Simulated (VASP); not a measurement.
Here is a VASP 6.6.1 calculation.

INCAR

```
PREC = Accurate ; ENCUT = 520
EDIFF = 1E-6 ; ISMEAR = 0
SIGMA = 0.1 ; LREAL = False
LASPH = True ; NELM = 100
ALGO = Normal ; ISIF = 2
LWAVE = False ; LCHARG = False
GGA = PE ; NBANDS = 12
```

KPOINTS

```
regular mesh
0
Gamma
  20 20 20
```

Contents of POSCAR:

```
V
1.0
   -1.4985076728      1.4985076728      1.4985076728
    1.4985076728     -1.4985076728      1.4985076728
    1.4985076728      1.4985076728     -1.4985076728
V
1
Direct
    0.0000000000      0.0000000000      0.0000000000
```

Potentials or basis: VASP PAW PBE potentials, release 64 (V_sv).

Launch:

```console
$ cat potpaw_PBE.64/V_sv/POTCAR > POTCAR
$ mpirun -np 1 vasp_std > vasp.out
```

Q: Estimate the band gap on the k mesh.

A: Zero (an odd number of electrons rules out a gap without spin polarisation).

Q: What does it give for the pressure?

A: 0.2 GPa.
